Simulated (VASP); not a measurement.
# TaGa2 (I4/mmm) in VASP: further runs

Runs on TaGa2. Level: PBE. Tasks: single point.

Program: VASP 6.6.1. These are calculated values, not measurements. Logs are shortened: lines on timing, memory, paths and dates and some standing lists are left out, and cuts for length are marked.

## Step 1: The cell of the first run

The structure is tetragonal, space group I4/mmm (No. 139). Conventional cell: a = 3.219 Å, b = 3.219 Å, c = 9.619 Å, α = 90.00°, β = 90.00°, γ = 90.00°. Within 3.7 Å of Ta (site symmetry 4/mmm) lie 10 Ga at 2.82 to 3.14 Å and 4 Ta at 3.22 Å. Within 3.6 Å of Ga (site symmetry 4mm) lie 9 Ga at 2.71 to 3.33 Å and 5 Ta at 2.82 to 3.14 Å.

## Step 2: Single point, PBE

Input file INCAR:

```
SYSTEM = TaGa2
ALGO = Normal ; EDIFF = 1E-6
ENCUT = 520 ; GGA = PE
ISIF = 2 ; ISMEAR = 0
LASPH = .True. ; LCHARG = .False.
LREAL = .False. ; LWAVE = .False.
NBANDS = 26 ; NELM = 100
PREC = Accurate ; SIGMA = 0.1
```

Input file KPOINTS:

```
k-points
0
Gamma
  6 6 6
  0 0 0
```

Input file POSCAR:

```
TaGa2
1.0
   -1.6094812314      1.6094812314      4.8092950437
    1.6094812314     -1.6094812314      4.8092950437
    1.6094812314      1.6094812314     -4.8092950437
Ta Ga
1 2
Direct
    0.0000000000      0.0000000000      0.0000000000
    0.6731018796      0.6731018796      0.0000000000
    0.3268981204      0.3268981204      0.0000000000
```

Potentials or basis: VASP PAW PBE potentials, release 64 (Ta_pv, Ga_d).

Launch:

```sh
> cat potpaw_PBE.64/Ta_pv/POTCAR potpaw_PBE.64/Ga_d/POTCAR > POTCAR
> mpirun -np 1 vasp_std > vasp.out
```

OUTCAR:

```text
SYSTEM = TaGa2
   EDIFF = 1E-6
   ENCUT = 520
   GGA = PE
   ISIF = 2
   ISMEAR = 0
   LASPH = .True.
   LREAL = .False.
   NELM = 100
   PREC = Accurate

 ion  position               nearest neighbor table
   1  0.000  0.000  0.000-   2 2.82   3 2.82   2 2.82   3 2.82   2 2.82   3 2.82   3 2.82   2 2.82
                             2 3.14   3 3.14
   2  0.673  0.673  0.000-   3 2.71   3 2.71   3 2.71   3 2.71   1 2.82   1 2.82   1 2.82   1 2.82
                             1 3.14
   3  0.327  0.327  0.000-   2 2.71   2 2.71   2 2.71   2 2.71   1 2.82   1 2.82   1 2.82   1 2.82
                             1 3.14

  LATTYP: Found a body centered tetragonal cell.
 ALAT       =     3.2189624628
 C/A-ratio  =     2.9881025947

  Lattice vectors:

 A1 = (  -1.6094812314,   1.6094812314,   4.8092950437)
 A2 = (   1.6094812314,  -1.6094812314,   4.8092950437)
 A3 = (   1.6094812314,   1.6094812314,  -4.8092950437)

Analysis of symmetry for initial positions (statically):
=====================================================================
 Subroutine PRICEL returns:
 Original cell was already a primitive cell.

 Routine SETGRP: Setting up the symmetry group for a
 body centered tetragonal supercell.

 Subroutine GETGRP returns: Found 16 space group operations
 (whereof 16 operations were pure point group operations)
 out of a pool of 16 trial point group operations.

The static configuration has the point symmetry D_4h.

Analysis of symmetry for dynamics (positions and initial velocities):
=====================================================================
 Subroutine PRICEL returns:
 Original cell was already a primitive cell.

 Routine SETGRP: Setting up the symmetry group for a
 body centered tetragonal supercell.

 Subroutine GETGRP returns: Found 16 space group operations
 (whereof 16 operations were pure point group operations)
 out of a pool of 16 trial point group operations.

The dynamic configuration has the point symmetry D_4h.

 Subroutine INISYM returns: Found 16 space group operations
 (whereof 16 operations are pure point group operations),
 and found     1 'primitive' translations

----------------------------------------------------------------------------------------

                                     Primitive cell

  volume of cell :      49.8326

  direct lattice vectors                    reciprocal lattice vectors
    -1.609481231  1.609481231  4.809295044     0.000000000  0.310659106  0.103965341
     1.609481231 -1.609481231  4.809295044     0.310659106  0.000000000  0.103965341
     1.609481231  1.609481231 -4.809295044     0.310659106  0.310659106  0.000000000

  length of vectors
     5.320731010  5.320731010  5.320731010     0.327594066  0.327594066  0.439338321

  position of ions in fractional coordinates (direct lattice)
     0.000000000  0.000000000  0.000000000
     0.673101880  0.673101880  0.000000000
     0.326898120  0.326898120  0.000000000

  ion indices of the primitive-cell ions
   primitive index   ion index
                 1           1
                 2           2
                 3           3

----------------------------------------------------------------------------------------

 KPOINTS: k-points

Automatic generation of k-mesh.
 Grid dimensions read from file:
 generate k-points for:    6    6    6

 Generating k-lattice:

  Cartesian coordinates                     Fractional coordinates (reciprocal lattice)
     0.000000000  0.051776518  0.017327557     0.166666667  0.000000000 -0.000000000
     0.051776518  0.000000000  0.017327557     0.000000000  0.166666667 -0.000000000
     0.051776518  0.051776518  0.000000000     0.000000000  0.000000000  0.166666667

  Length of vectors
     0.054599011  0.054599011  0.073223053

  Shift w.r.t. Gamma in fractional coordinates (k-lattice)
     0.000000000  0.000000000  0.000000000

 Subroutine IBZKPT returns following result:
 ===========================================

 Found     30 irreducible k-points:

 Following reciprocal coordinates:
            Coordinates               Weight
  0.000000  0.000000  0.000000      1.000000
  0.166667 -0.000000  0.000000      8.000000
  0.333333 -0.000000  0.000000      8.000000
  0.500000  0.000000  0.000000      4.000000
  0.166667  0.166667  0.000000      8.000000
  0.333333  0.166667  0.000000     16.000000
[... 16 lines left out ...]
 -0.333333 -0.333333  0.166667      8.000000
 -0.166667 -0.333333  0.166667      8.000000
 [... further k-points ...]
   k-points           NKPTS =     30   k-points in BZ     NKDIM =     30   number of bands    NBANDS=     26
   number of dos      NEDOS =    301   number of ions     NIONS =      3
   total plane-waves  NPLWV =  64000
   dimension x,y,z NGX =    40 NGY =   40 NGZ =   40
   dimension x,y,z NGXF=    80 NGYF=   80 NGZF=   80
   ions per type =               1   2
   NGX,Y,Z   is equivalent  to a cutoff of  12.50, 12.50, 12.50 a.u.
   NGXF,Y,Z  is equivalent  to a cutoff of  25.00, 25.00, 25.00 a.u.
 SYSTEM =  TaGa2
   PREC   = accura    normal or accurate (medium, high low for compatibility)
   ISTART =      0    job   : 0-new  1-cont  2-samecut
   ICHARG =      2    charge: 1-file 2-atom 10-const
   ISPIN  =      1    spin polarized calculation?
   LNONCOLLINEAR =      F non collinear calculations
   LSORBIT =      F    spin-orbit coupling
   LASPH  =      T    aspherical Exc in radial PAW
   ENCUT  =  520.0 eV  38.22 Ry    6.18 a.u.   9.89  9.89  9.89*2*pi/ulx,y,z
   NELM   =    100;   NELMIN=  2; NELMDL= -5     # of ELM steps
   EDIFF  = 0.1E-05   stopping-criterion for ELM
   LREAL  =      F    real-space projection
   EDIFFG = 0.1E-04   stopping-criterion for IOM
   NSW    =      0    number of steps for IOM
   IBRION =     -1    ionic relax: 0-MD 1-quasi-New 2-CG
   NFREE  =      0    steps in history (QN), initial steepest desc. (CG)
   ISIF   =      2    stress and relaxation
   ISYM   =      2    0-nonsym 1-usesym 2-fastsym
   POTIM  = 0.5000    time-step for ionic-motion
   TEBEG  =    0.0;   TEEND  =   0.0 temperature during run
   PSTRESS=    0.0 pullay stress
   NELECT =      37.0000    total number of electrons
   NUPDOWN=      -1.0000    fix difference up-down
   EMIN   =  10.00;   EMAX   =-10.00  energy-range for DOS
   EFERMI =   0.00;   METHOD = LEGACY
   ISMEAR =     0;   SIGMA  =   0.10  broadening in eV -4-tet -1-fermi 0-gaus
   EFERMI_NEDOS =   21; number of points for ismear=-14 and -15
   IALGO  =     38    algorithm
   IMIX   =      4    mixing-type and parameters
     AMIX     =   0.40;   BMIX     =  1.00
     AMIX_MAG =   1.60;   BMIX_MAG =  1.00
  volume/ion in A,a.u.               =      16.61       112.10
  Fermi-wavevector in a.u.,A,eV,Ry     =   1.482419  2.801366 29.899704  2.197566
  Thomas-Fermi vector in A             =   2.596207
   LORBIT       =      0    0 simple, 1 ext, 2 COOP (PROOUT), +10 PAW based schemes
   GGA     = PE    functional components
   LHFCALC =     F    Hartree Fock is set to
   AEXX    =    0.0000 exact exchange contribution
   IVDW    =     0    specifies the selected vdW correction
   LEPSILON=     F    determine dielectric tensor
   LRPA    =     F    only Hartree local field effects (RPA)
 non-spin polarized calculation
 Gauss-broadening in eV      SIGMA  =   0.10
  energy-cutoff  :      520.00
  volume of cell :       49.83
 maximum number of plane-waves:      1358
   NGX = 19   NGY = 19   NGZ = 19

 number of electron      36.9999998 magnetization

 Free energy of the ion-electron system (eV)
  ---------------------------------------------------
  ext. energy  EPLUGINS =         0.00000000
  ---------------------------------------------------
  free energy    TOTEN  =       -17.44592817 eV

  energy without entropy =      -17.43027964  energy(sigma->0) =      -17.43810390

 E-fermi :   6.6760     XC(G=0): -12.1888

 val. band max:        6.6691253055   @ k =   0.1667   0.1667   0.1667
 cond. band min:       6.6813632974   @ k =   0.3333   0.3333   0.1667
 fundamental gap:      0.0122379920
 Fermi energy:         6.6759723872

 k-point     1 :       0.0000    0.0000    0.0000
  band No.  band energies     occupation
      1     -28.0347      2.00000
      2     -27.8287      2.00000
      3     -27.8287      2.00000
      4      -8.2162      2.00000
      5      -8.0977      2.00000
      6      -8.0960      2.00000
[... 18 lines left out ...]
     25      13.5602      0.00000
     26      13.5640      0.00000

 k-point     2 :       0.1667   -0.0000    0.0000
  band No.  band energies     occupation
      1     -28.0276      2.00000
      2     -27.8959      2.00000
      3     -27.8229      2.00000
      4      -8.1953      2.00000
      5      -8.1156      2.00000
      6      -8.0890      2.00000
[... 18 lines left out ...]
     25      13.8674      0.00000
     26      15.1717      0.00000

 k-point     3 :       0.3333   -0.0000    0.0000
  band No.  band energies     occupation
      1     -28.0278      2.00000
      2     -28.0132      2.00000
      3     -27.8111      2.00000
      4      -8.1807      2.00000
      5      -8.1526      2.00000
      6      -8.1262      2.00000
[... 18 lines left out ...]
     25      15.0477      0.00000
     26      16.3870      0.00000

 k-point     4 :       0.5000    0.0000    0.0000
  band No.  band energies     occupation
      1     -28.0926      2.00000
      2     -28.0059      2.00000
      3     -27.8052      2.00000
      4      -8.1712      2.00000
      5      -8.1685      2.00000
      6      -8.1506      2.00000
[... 18 lines left out ...]
     25      14.5188      0.00000
     26      15.2863      0.00000
[... 496 lines left out ...]
      1     -28.0278      2.00000
      2     -28.0139      2.00000
      3     -27.8111      2.00000
      4      -8.1922      2.00000
      5      -8.1573      2.00000
      6      -8.1345      2.00000
[... 18 lines left out ...]
     25      14.5542      0.00000
     26      15.7361      0.00000

 k-point    23 :      -0.3333   -0.3333    0.1667
  band No.  band energies     occupation
      1     -28.0218      2.00000
      2     -27.8917      2.00000
      3     -27.8871      2.00000
      4      -8.1730      2.00000
      5      -8.1445      2.00000
      6      -8.1235      2.00000
[... 18 lines left out ...]
     25      15.4903      0.00000
     26      16.0588      0.00000

 k-point    24 :      -0.1667   -0.3333    0.1667
  band No.  band energies     occupation
      1     -28.0287      2.00000
      2     -27.8959      2.00000
      3     -27.8229      2.00000
      4      -8.2004      2.00000
      5      -8.1173      2.00000
      6      -8.1132      2.00000
[... 18 lines left out ...]
     25      14.3054      0.00000
     26      16.5120      0.00000

 [... further k-points ...]

------------------------ aborting loop because EDIFF is reached ----------------------------------------

  FORCE on cell =-STRESS in cart. coord.  units (eV):
  Direction    XX          YY          ZZ          XY          YZ          ZX
  --------------------------------------------------------------------------------------
  -------------------------------------------------------------------------------------
  Total        0.0954896      0.0954896      0.1233798      0.0000000      0.0000000     -0.0000000
  in kB        3.0701066      3.0701066      3.9668098      0.0000000      0.0000000     -0.0000000
  external PRESSURE =       3.3690077 kB  Pullay stress =       0.0000000 kB

 VOLUME and BASIS-vectors are now :
 -----------------------------------------------------------------------------
  energy-cutoff  :      520.00
  volume of cell :       49.83
      direct lattice vectors                 reciprocal lattice vectors
    -1.609481231  1.609481231  4.809295044     0.000000000  0.310659106  0.103965341
     1.609481231 -1.609481231  4.809295044     0.310659106  0.000000000  0.103965341
     1.609481231  1.609481231 -4.809295044     0.310659106  0.310659106  0.000000000

 POSITION                                       TOTAL-FORCE (eV/Angst)
 -----------------------------------------------------------------------------------
      0.00000      0.00000      0.00000        -0.000000     -0.000000     -0.000000
      0.00000      0.00000      6.47429         0.000000      0.000000     -0.010655
      0.00000      0.00000      3.14430        -0.000000     -0.000000      0.010655
 -----------------------------------------------------------------------------------
    total drift:                               -0.000000     -0.000000     -0.000000

  FREE ENERGIE OF THE ION-ELECTRON SYSTEM (eV)
  ---------------------------------------------------
  free  energy   TOTEN  =       -17.4459281725 eV

  energy  without entropy=      -17.4302796356  energy(sigma->0) =      -17.43810390
```

Wall time 82 s (1 thread of Oxide Virtual Turin-like, shared host); peak memory 0.21 GiB.

Results:

* Free energy: -17.4459 eV
* Pressure: 0.3 GPa
* Largest force: 0.011 eV/Å
* Band gap on the k mesh: zero (an odd number of electrons rules out a gap without spin polarisation)

Forces in eV/Å, atoms in the order of the input:
```
Ta   0.000  0.000  0.000
Ga   0.000  0.000 -0.011
Ga   0.000  0.000  0.011
```

Levels at points of the mesh, in eV from the Fermi level:
```tsv
k point	band 14	band 15	band 16	band 17	band 18	band 19	band 20	band 21	band 22	band 23
(0.00, 0.00, 0.00)	-11.32	-4.79	-3.97	-1.77	0.08	0.08	2.89	3.00	5.98	6.57
(0.50, 0.00, 0.00)	-7.43	-7.00	-4.06	-2.75	-1.38	0.30	1.83	2.97	4.53	4.77
(0.50, 0.50, 0.00)	-5.88	-4.30	-3.19	-3.02	-2.09	-1.85	0.70	3.03	3.34	3.58
(0.50, 0.50, 0.50)	-10.05	-8.53	-1.81	-0.73	1.17	1.17	2.79	2.79	2.89	3.06
```

Caveat: spin-orbit coupling is left out, which moves the levels of the heavy elements.

## Step 3: Single point, PBE

This run uses another cell than the first one, of 18.19 Å³/atom.

Input file INCAR:

```
SYSTEM = TaGa2
ALGO     = Fast           ! electronic algorithm
EDIFF    = 1E-6           ! SCF threshold, eV
ENCUT    = 520            ! plane-wave cutoff, eV
GGA      = PE             ! functional
ISIF     = 2              ! what is computed and relaxed
ISMEAR   = 0              ! smearing method
LASPH    = .TRUE.         ! aspherical terms in the spheres
LCHARG   = .TRUE.         ! write CHGCAR
LELF     = .TRUE.         ! ELF
LREAL    = .FALSE.        ! projectors in reciprocal space
LVHAR    = .TRUE.       
LWAVE    = .FALSE.        ! write WAVECAR
NBANDS   = 26             ! bands
NELM     = 100            ! most SCF steps
PREC     = Accurate       ! precision mode
SIGMA    = 0.1            ! smearing width, eV
```

Input file KPOINTS:

```
k-points
0
G
  6 6 6
  0 0 0
```

Input file POSCAR:

```
TaGa2
1.0
   -2.0263341387      2.0263341387      3.3233963509
    2.0263341387     -2.0263341387      3.3233963509
    2.0263341387      2.0263341387     -3.3233963509
Ta Ga
1 2
Direct
    0.0000000000      0.0000000000      0.0000000000
    0.5930000000      0.5930000000      0.0000000000
    0.4070000000      0.4070000000      0.0000000000
```

Potentials or basis: VASP PAW PBE potentials, release 64 (Ta_pv, Ga_d).

Launch:

```sh
> cat potpaw_PBE.64/Ta_pv/POTCAR potpaw_PBE.64/Ga_d/POTCAR > POTCAR
> mpirun -np 1 vasp_std > vasp.out
```

It took 1.7 min on 1 thread of Oxide Virtual Turin-like, shared host; peak memory 0.19 GiB.

It converged, with:

```yaml
Free_energy: 13.7500 eV
Pressure: 124.5 GPa
Largest_force: 109.916 eV/Å
Band_gap_on_the_k_mesh: zero (an odd number of electrons rules out a gap without spin polarisation)
```

Forces on the atoms (eV/Å):
```
Ta     0.000    0.000    0.000
Ga     0.000    0.000  109.916
Ga     0.000    0.000 -109.916
```

Stress tensor (GPa, compression positive):
```
-13.49   0.00   0.00
  0.00 -13.49   0.00
  0.00   0.00 400.61
```

Levels at points of the mesh, in eV from the Fermi level:
| k point | band 17 | band 18 | band 19 | band 20 | band 21 | band 22 |
| --- | --- | --- | --- | --- | --- | --- |
| (0.00, 0.00, 0.00) | -1.01 | -1.01 | -0.53 | -0.53 | -0.19 | -0.05 |
| (0.50, 0.00, 0.00) | -3.50 | 0.44 | 0.54 | 0.58 | 0.86 | 4.33 |
| (0.50, 0.50, 0.00) | -2.58 | -2.55 | -1.68 | 0.49 | 0.59 | 1.37 |
| (0.50, 0.50, 0.50) | -2.25 | -2.01 | -0.91 | 0.13 | 0.98 | 0.98 |

Caveat: atoms lie so close that the PAW spheres overlap strongly, which falsifies energies and pressures; the stress differs along the axes, from -13 to 401 GPa; spin-orbit coupling is left out, which moves the levels of the heavy elements; forces of over 1 eV/Å act on the atoms, so gaps and moduli don't describe the material at rest.

## Step 4: Single point, PBE

Input file INCAR:

```
ALGO = Fast
EDIFF = 1E-6
ENCUT = 520
GGA = PE
ISIF = 2
ISMEAR = 0
LASPH = T
LCHARG = T
LELF = T
LREAL = F
LVHAR = T
LWAVE = F
NBANDS = 26
NELM = 80
PREC = Accurate
SIGMA = 0.1
```

Input file KPOINTS:

```
k-points
0
Gamma
  20 20 20
```

Input file POSCAR:

```
TaGa2
1.0
   -1.5954842270      1.5954842270      4.8972544153
    1.5954842270     -1.5954842270      4.8972544153
    1.5954842270      1.5954842270     -4.8972544153
Ta Ga
1 2
Direct
    0.0000000000      0.0000000000      0.0000000000
    0.6731455954      0.6731455954      0.0000000000
    0.3268544046      0.3268544046      0.0000000000
```

Launch:

```sh
> cat potpaw_PBE.64/Ta_pv/POTCAR potpaw_PBE.64/Ga_d/POTCAR > POTCAR
> mpirun -np 1 vasp_std > vasp.out
```

Wall time 37 min (1 thread of Oxide Virtual Turin-like, shared host); peak memory 0.82 GiB.

The run converged. Its results:

* Free energy: -17.4673 eV
* Pressure: 0.2 GPa
* Band gap on the k mesh: zero (an odd number of electrons rules out a gap without spin polarisation)

Levels at points of the mesh, in eV from the Fermi level:
```tsv
k point	band 16	band 17	band 18	band 19	band 20	band 21
(0.00, 0.00, 0.00)	-4.30	-1.89	0.15	0.15	2.63	2.94
(0.50, 0.00, 0.00)	-4.22	-2.86	-1.52	0.33	1.83	2.65
(0.50, 0.50, 0.00)	-3.20	-3.01	-2.07	-1.99	0.65	2.75
(0.50, 0.50, 0.50)	-1.92	-0.93	1.14	1.14	2.58	2.93
```

Caveat: spin-orbit coupling is left out, which moves the levels of the heavy elements.

## Step 5: Summary

```tsv
cell	k mesh	gap on the mesh (eV)	pressure (GPa)	largest force (eV/Å)
a = 5.321 Å, angles 144.8, 144.8, 50.7°, 3 atoms, atomic positions A	6 × 6 × 6	none	0.3	0.01
a = 4.388 Å, angles 125.0, 125.0, 81.5°, 3 atoms, atomic positions B	6 × 6 × 6	none	124.5	109.92
a = 5.392 Å, angles 145.6, 145.6, 49.5°, 3 atoms, atomic positions A	20 × 20 × 20	none	0.2	-
```

Alike in all rows: task single point; level PBE; potentials or basis VASP PAW PBE potentials, release 64 (Ta_pv, Ga_d); no spin polarisation; cutoff (eV) 520; smearing gaussian 0.1 eV.

Caveats: spin-orbit coupling is left out, which moves the levels of the heavy elements; atoms lie so close that the PAW spheres overlap strongly, which falsifies energies and pressures (at least some runs); the stress differs along the axes, from -13 to 401 GPa (at least some runs); forces of over 1 eV/Å act on the atoms, so gaps and moduli don't describe the material at rest (at least some runs).

Total energies depend on the potentials used, so only differences within one code and one set of settings carry meaning.

The gap in the log of VASP goes by the Fermi energy; the results here count the filled bands.